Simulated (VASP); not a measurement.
# Zr12C (a cell with a defect) in VASP: a series of runs

Runs on Zr12C (a cell with a defect). Level: PBE. Tasks: single point.

Program: VASP 6.6.1. These are calculated values, not measurements. Logs are shortened: lines on timing, memory, paths and dates and some standing lists are left out, and cuts for length are marked.

### Step 1. The cell of the first run

The cell holds a defect, 13 atoms: a = 6.460 Å, b = 9.690 Å, c = 5.145 Å, α = 90.00°, β = 90.00°, γ = 120.00°.

### Step 2. Single point, PBE

Contents of INCAR:

```
SYSTEM = Zr12C
ALGO = Normal ; EDIFF = 1E-6
ENCUT = 520 ; GGA = PE
ISIF = 2 ; ISMEAR = -1
LASPH = .TRUE. ; LCHARG = .FALSE.
LREAL = .FALSE. ; LWAVE = .FALSE.
NBANDS = 86 ; NELM = 100
PREC = Accurate ; SIGMA = 0.1
```

Contents of KPOINTS:

```
k-points
0
G
  3 2 3
  0 0 0
```

Contents of POSCAR:

```
Zr12C
1.0
    6.4600000000      0.0000000000      0.0000000000
   -4.8450000000      8.3917860000      0.0000000000
    0.0000000000      0.0000000000      5.1453900000
Zr C
12 1
Direct
   -0.0260191796     -0.0255487926      0.0074241214
    0.1650442451      0.2331446488      0.4651736797
    0.0131258271      0.3284402152     -0.0086873881
    0.1918682488      0.5556385732      0.4950062094
    0.0147157359      0.6754104549     -0.0407743631
    0.1527076753      0.8999157033      0.5151213028
    0.4711458724     -0.0229510142      0.0364986911
    0.6787329934      0.2348844453      0.4927906339
    0.5196809475      0.3552402313      0.0259649900
    0.6747810535      0.5485006410      0.4692744379
    0.4950903904      0.6660441532      0.0019046175
    0.6520549166      0.8866408176      0.5361887048
    0.3152379128      0.7677269177      0.2791625125
```

Potentials or basis: VASP PAW PBE potentials, release 64 (Zr_sv, C).

Command:

```console
cat potpaw_PBE.64/Zr_sv/POTCAR potpaw_PBE.64/C/POTCAR > POTCAR
mpirun -np 1 vasp_std > vasp.out
```

OUTCAR:

```text
SYSTEM = Zr12C
   EDIFF = 1E-6
   ENCUT = 520
   GGA = PE
   ISIF = 2
   ISMEAR = -1
   LASPH = .TRUE.
   LREAL = .FALSE.
   NELM = 100
   PREC = Accurate

 ion  position               nearest neighbor table
   1  0.974  0.974  0.007-   6 3.02  12 3.03  11 3.04   5 3.05   6 3.08   7 3.20   2 3.20   7 3.26
                            12 3.27   3 3.31   2 3.54   9 3.61
   2  0.165  0.233  0.465-   3 2.94   9 3.01   4 3.05   8 3.15   3 3.17  10 3.18   6 3.20   1 3.20
                             8 3.31  12 3.36   9 3.50   1 3.54
   3  0.013  0.328  0.991-   2 2.94   9 3.16   2 3.17   8 3.18   4 3.19   8 3.19  11 3.20   4 3.22
                             1 3.31   9 3.33   5 3.36   7 3.46
   4  0.192  0.556  0.495-  13 2.11   2 3.05  11 3.05  12 3.10  11 3.11   5 3.11  10 3.16   3 3.19
                             8 3.22   3 3.22  10 3.31   5 3.40   6 3.47
   5  0.015  0.675  0.959-  13 2.35   7 2.96   6 2.97   1 3.05   4 3.11  11 3.16  10 3.16   9 3.17
                            10 3.24  11 3.32   3 3.36   4 3.40   6 3.43
   6  0.153  0.900  0.515-  13 2.36   5 2.97   1 3.02   7 3.05   1 3.08  12 3.17   2 3.20   7 3.23
                            10 3.27  12 3.29   8 3.33   5 3.43   4 3.47
   7  0.471  0.977  0.036-  13 2.16   5 2.96   6 3.05  11 3.10  12 3.13  12 3.13   8 3.19   1 3.20
                             6 3.23   1 3.26   3 3.46   9 3.52   8 3.54
   8  0.679  0.235  0.493-  10 3.05   9 3.06   2 3.15   3 3.18   3 3.19   7 3.19   4 3.22  12 3.30
                             2 3.31   6 3.33   9 3.34   7 3.54
   9  0.520  0.355  0.026-  10 2.80   2 3.01   8 3.06  11 3.10   3 3.16   5 3.17  10 3.29   3 3.33
                             8 3.34   2 3.50   7 3.52   1 3.61
  10  0.675  0.549  0.469-   9 2.80   8 3.05  11 3.12   4 3.16   5 3.16   2 3.18   5 3.24   6 3.27
                             9 3.29   4 3.31  12 3.37  11 3.39
  11  0.495  0.666  0.002-  13 2.35  12 3.03   1 3.04   4 3.05   9 3.10   7 3.10   4 3.11  10 3.12
                             5 3.16   3 3.20  12 3.31   5 3.32  10 3.39
  12  0.652  0.887  0.536-  13 2.30   1 3.03  11 3.03   4 3.10   7 3.13   7 3.13   6 3.17   1 3.27
                             6 3.29   8 3.30  11 3.31   2 3.36  10 3.37
  13  0.315  0.768  0.279-   4 2.11   7 2.16  12 2.30  11 2.35   5 2.35   6 2.36

  LATTYP: Found a simple monoclinic cell.
 ALAT       =     6.4600000000
 B/A-ratio  =     0.7965000000
 C/A-ratio  =     1.3228756308
 COS(beta)  =    -0.1889822400

  Lattice vectors:

 A1 = (   6.4600000000,   0.0000000000,   0.0000000000)
 A2 = (   0.0000000000,   0.0000000000,   5.1453900000)
 A3 = (  -1.6150000000,  -8.3917860000,   0.0000000000)

Analysis of symmetry for initial positions (statically):
=====================================================================
 Subroutine PRICEL returns:
 Original cell was already a primitive cell.

 Routine SETGRP: Setting up the symmetry group for a
 simple monoclinic supercell.

 Subroutine GETGRP returns: Found  1 space group operations
 (whereof  1 operations were pure point group operations)
 out of a pool of  4 trial point group operations.

The static configuration has the point symmetry C_1 .

Analysis of symmetry for dynamics (positions and initial velocities):
=====================================================================
 Subroutine PRICEL returns:
 Original cell was already a primitive cell.

 Routine SETGRP: Setting up the symmetry group for a
 simple monoclinic supercell.

 Subroutine GETGRP returns: Found  1 space group operations
 (whereof  1 operations were pure point group operations)
 out of a pool of  4 trial point group operations.

The dynamic configuration has the point symmetry C_1 .

 Subroutine INISYM returns: Found  1 space group operations
 (whereof  1 operations are pure point group operations),
 and found     1 'primitive' translations

----------------------------------------------------------------------------------------

                                     Primitive cell

  volume of cell :     278.9364

  direct lattice vectors                    reciprocal lattice vectors
[... 71 lines left out ...]
|        The reciprocal lattice is simple monoclinic,                         |
|        whereas your k-lattice is hexagonal.                                 |
|                                                                             |
|     Results are often still useful ...                                      |
|                                                                             |
 -----------------------------------------------------------------------------

 Subroutine IBZKPT returns following result:
 ===========================================

 Found     10 irreducible k-points:

 Following reciprocal coordinates:
            Coordinates               Weight
  0.000000  0.000000  0.000000      1.000000
  0.333333  0.000000  0.000000      2.000000
  0.000000  0.500000  0.000000      1.000000
  0.333333  0.500000  0.000000      2.000000
  0.000000  0.000000  0.333333      2.000000
  0.333333  0.000000  0.333333      2.000000
 -0.333333  0.000000  0.333333      2.000000
  0.000000  0.500000  0.333333      2.000000
  0.333333  0.500000  0.333333      2.000000
 -0.333333  0.500000  0.333333      2.000000
   k-points           NKPTS =     10   k-points in BZ     NKDIM =     10   number of bands    NBANDS=     86
   number of dos      NEDOS =    301   number of ions     NIONS =     13
   total plane-waves  NPLWV = 138240
   dimension x,y,z NGX =    48 NGY =   72 NGZ =   40
   dimension x,y,z NGXF=    96 NGYF=  144 NGZF=   80
   ions per type =              12   1
   NGX,Y,Z   is equivalent  to a cutoff of  12.35, 12.35, 12.92 a.u.
   NGXF,Y,Z  is equivalent  to a cutoff of  24.71, 24.71, 25.85 a.u.
 SYSTEM =  Zr12C
   PREC   = accura    normal or accurate (medium, high low for compatibility)
   ISTART =      0    job   : 0-new  1-cont  2-samecut
   ICHARG =      2    charge: 1-file 2-atom 10-const
   ISPIN  =      1    spin polarized calculation?
   LNONCOLLINEAR =      F non collinear calculations
   LSORBIT =      F    spin-orbit coupling
   LASPH  =      T    aspherical Exc in radial PAW
   ENCUT  =  520.0 eV  38.22 Ry    6.18 a.u.  12.01 18.02  9.57*2*pi/ulx,y,z
   NELM   =    100;   NELMIN=  2; NELMDL= -5     # of ELM steps
   EDIFF  = 0.1E-05   stopping-criterion for ELM
   LREAL  =      F    real-space projection
   EDIFFG = 0.1E-04   stopping-criterion for IOM
   NSW    =      0    number of steps for IOM
   IBRION =     -1    ionic relax: 0-MD 1-quasi-New 2-CG
   NFREE  =      0    steps in history (QN), initial steepest desc. (CG)
   ISIF   =      2    stress and relaxation
   ISYM   =      2    0-nonsym 1-usesym 2-fastsym
   POTIM  = 0.5000    time-step for ionic-motion
   TEBEG  =    0.0;   TEEND  =   0.0 temperature during run
   PSTRESS=    0.0 pullay stress
   NELECT =     148.0000    total number of electrons
   NUPDOWN=      -1.0000    fix difference up-down
   EMIN   =  10.00;   EMAX   =-10.00  energy-range for DOS
   EFERMI =   0.00;   METHOD = LEGACY
   ISMEAR =    -1;   SIGMA  =   0.10  broadening in eV -4-tet -1-fermi 0-gaus
   EFERMI_NEDOS =   21; number of points for ismear=-14 and -15
   IALGO  =     38    algorithm
   IMIX   =      4    mixing-type and parameters
     AMIX     =   0.40;   BMIX     =  1.00
     AMIX_MAG =   1.60;   BMIX_MAG =  1.00
  volume/ion in A,a.u.               =      21.46       144.80
  Fermi-wavevector in a.u.,A,eV,Ry     =   1.325339  2.504528 23.898955  1.756524
  Thomas-Fermi vector in A             =   2.454807
   LORBIT       =      0    0 simple, 1 ext, 2 COOP (PROOUT), +10 PAW based schemes
   GGA     = PE    functional components
   LHFCALC =     F    Hartree Fock is set to
   AEXX    =    0.0000 exact exchange contribution
   IVDW    =     0    specifies the selected vdW correction
   LEPSILON=     F    determine dielectric tensor
   LRPA    =     F    only Hartree local field effects (RPA)
 non-spin polarized calculation
  energy-cutoff  :      520.00
  volume of cell :      278.94
 maximum number of plane-waves:      7545
   NGX = 25   NGY = 37   NGZ = 19

 number of electron     148.0000000 magnetization

 Free energy of the ion-electron system (eV)
  ---------------------------------------------------
  ext. energy  EPLUGINS =         0.00000000
  ---------------------------------------------------
  free energy    TOTEN  =      -111.52402225 eV

  energy without entropy =     -111.05447460  energy(sigma->0) =     -111.28924842

 E-fermi :   9.0678     XC(G=0): -11.2005

 val. band max:        9.0623290636   @ k =   0.3333   0.5000   0.0000
 cond. band min:       9.0685899287   @ k =  -0.3333   0.0000   0.3333
 fundamental gap:      0.0062608652
 Fermi energy:         9.0678045504

 k-point     1 :       0.0000    0.0000    0.0000
  band No.  band energies     occupation
      1     -39.6591      2.00000
      2     -39.5658      2.00000
      3     -39.5349      2.00000
      4     -39.5036      2.00000
      5     -39.4922      2.00000
      6     -39.4089      2.00000
[... 879 lines left out ...]
     85      10.1394      0.00004
     86      10.2394      0.00002

------------------------ aborting loop because EDIFF is reached ----------------------------------------

  FORCE on cell =-STRESS in cart. coord.  units (eV):
  Direction    XX          YY          ZZ          XY          YZ          ZX
  --------------------------------------------------------------------------------------
  -------------------------------------------------------------------------------------
  Total        6.8439682     10.2472361      9.5435240      1.0934953     -2.7524019      0.2430249
  in kB       39.3109330     58.8588957     54.8168577      6.2809062    -15.8094662      1.3959060
  external PRESSURE =      50.9955621 kB  Pullay stress =       0.0000000 kB

 VOLUME and BASIS-vectors are now :
 -----------------------------------------------------------------------------
  energy-cutoff  :      520.00
  volume of cell :      278.94
      direct lattice vectors                 reciprocal lattice vectors
     6.460000000  0.000000000  0.000000000     0.154798762  0.089373108  0.000000000
    -4.845000000  8.391786000  0.000000000     0.000000000  0.119164145  0.000000000
     0.000000000  0.000000000  5.145390000     0.000000000  0.000000000  0.194348728

 POSITION                                       TOTAL-FORCE (eV/Angst)
 -----------------------------------------------------------------------------------
      1.57070      8.17739      0.03820        -0.173325      1.520089      0.475911
     -0.06340      1.95650      2.39350         0.405931     -0.991055      0.891079
     -1.50650      2.75620      5.10069        -0.744832     -0.206645     -0.376984
     -1.45260      4.66280      2.54700        -0.925621     -0.856037      0.381975
     -3.17730      5.66790      4.93559         0.020565     -1.096701      0.950884
     -3.37360      7.55190      2.65050         0.963075     -0.503347     -0.797782
     -1.69020      8.19919      0.18780         0.309262      2.235825     -0.510360
      3.24660      1.97110      2.53560         0.071195     -0.450501      0.458223
      1.63600      2.98110      0.13360         0.183917     -1.188891     -1.643264
      1.70160      4.60290      2.41460        -0.142330      1.056171      1.225898
     -0.02870      5.58930      0.00980         0.466813     -0.034347      0.346653
     -0.08350      7.44050      2.75890        -0.380728      0.130281     -0.753276
     -1.68320      6.44260      1.43640        -0.053924      0.385159     -0.648957
 -----------------------------------------------------------------------------------
    total drift:                                0.000212     -0.000268      0.000096

  FREE ENERGIE OF THE ION-ELECTRON SYSTEM (eV)
  ---------------------------------------------------
  free  energy   TOTEN  =      -111.5240222488 eV

  energy  without entropy=     -111.0544746007  energy(sigma->0) =     -111.28924842
```

Wall time 10 min (1 thread of Intel Xeon 8259CL, shared host); peak memory 0.43 GiB.

Results:

| Property | Result |
| --- | --- |
| Free energy | -111.5240 eV |
| Pressure | 5.1 GPa |
| Largest force | 2.314 eV/Å |
| Band gap on the k mesh | zero (bands 74 and 75 overlap by 0.18 eV) |

Forces in eV/Å, atoms in the order of the input:
```
Zr  -0.173  1.520  0.476
Zr   0.406 -0.991  0.891
Zr  -0.745 -0.207 -0.377
Zr  -0.926 -0.856  0.382
Zr   0.021 -1.097  0.951
Zr   0.963 -0.503 -0.798
Zr   0.309  2.236 -0.510
Zr   0.071 -0.451  0.458
Zr   0.184 -1.189 -1.643
Zr  -0.142  1.056  1.226
Zr   0.467 -0.034  0.347
Zr  -0.381  0.130 -0.753
C   -0.054  0.385 -0.649
```

Caveat: the k points lie up to 0.41 Å⁻¹ apart.

### Step 3. Single point, PBE

Contents of INCAR:

```
SYSTEM = Zr12C
  PREC = Accurate
  ENCUT = 520
  EDIFF = 1E-6
  ISMEAR = -1
  SIGMA = 0.1
  LREAL = .FALSE.
  LASPH = .TRUE.
  NELM = 80
  ALGO = Normal
  ISIF = 2
  LWAVE = .FALSE.
  LCHARG = .TRUE.
  GGA = PE
  LELF = .TRUE.
  LVHAR = .TRUE.
  NBANDS = 86
```

Contents of KPOINTS:

```
Automatic mesh
0
G
  3 2 3
  0 0 0
```

Contents of POSCAR:

```
Zr12C
1.0
    6.4600000000      0.0000000000      0.0000000000
   -4.8450000000      8.3917860000      0.0000000000
    0.0000000000      0.0000000000      5.1453900000
Zr C
12 1
Direct
   -0.0110774015      0.0111537639      0.0087068230
    0.1821788071      0.2355160153      0.5000592764
    0.0210291520      0.3557168879     -0.0170249485
    0.1851859782      0.5818785179      0.5031105514
   -0.0109167747      0.6696548268      0.0000388697
    0.1887620174      0.9147993049      0.4779618260
    0.4944587999     -0.0010724773     -0.0032067540
    0.7193311091      0.2505426139      0.5164817439
    0.5278548344      0.3400706357      0.0230108894
    0.6153562409      0.5614656999      0.4948312956
    0.5428044755      0.7020674741     -0.0002332185
    0.6813753194      0.9086861843      0.5067837423
    0.3421801347      0.8011524603      0.2664326708
```

Potentials or basis: VASP PAW PBE potentials, release 64 (Zr_sv, C).

Command:

```console
cat potpaw_PBE.64/Zr_sv/POTCAR potpaw_PBE.64/C/POTCAR > POTCAR
mpirun -np 1 vasp_std > vasp.out
```

Run time: 11 min. Hardware: 1 thread of Intel Xeon 8259CL, shared host; peak memory 0.44 GiB.

Results (log left out):

```
Free energy            : -111.8665 eV
Pressure               : 4.7 GPa
Largest force          : 1.786 eV/Å
Band gap on the k mesh : zero (bands 74 and 75 overlap by 0.12 eV)
```

Forces on the atoms (eV/Å):
```
Zr   0.596  0.830 -0.334
Zr   0.297  0.051  0.177
Zr   0.963 -0.273  0.789
Zr  -0.653 -0.036  0.045
Zr   0.818  0.509  0.074
Zr  -0.943  0.142  1.115
Zr  -0.092  1.375 -0.499
Zr  -0.913 -0.311 -0.490
Zr  -0.580 -0.166 -0.404
Zr   1.758  0.032  0.314
Zr  -1.445 -0.883  0.335
Zr  -0.239 -0.108 -0.077
C    0.434 -1.161 -1.047
```

Stress tensor (GPa, compression positive):
```
 4.92 -0.98 -0.42
-0.98  5.01 -0.94
-0.42 -0.94  4.25
```

Levels at points of the mesh, in eV from the Fermi level:
| k point | band 71 | band 72 | band 73 | band 74 | band 75 | band 76 | band 77 | band 78 |
| --- | --- | --- | --- | --- | --- | --- | --- | --- |
| (0.00, 0.00, 0.00) | -0.48 | -0.26 | -0.05 | -0.01 | 0.24 | 0.60 | 0.76 | 0.80 |
| (0.00, 0.50, 0.00) | -0.18 | -0.11 | -0.06 | 0.06 | 0.15 | 0.24 | 0.34 | 0.68 |

Caveat: the k points lie up to 0.41 Å⁻¹ apart; the atoms stand as in a frame of molecular dynamics.
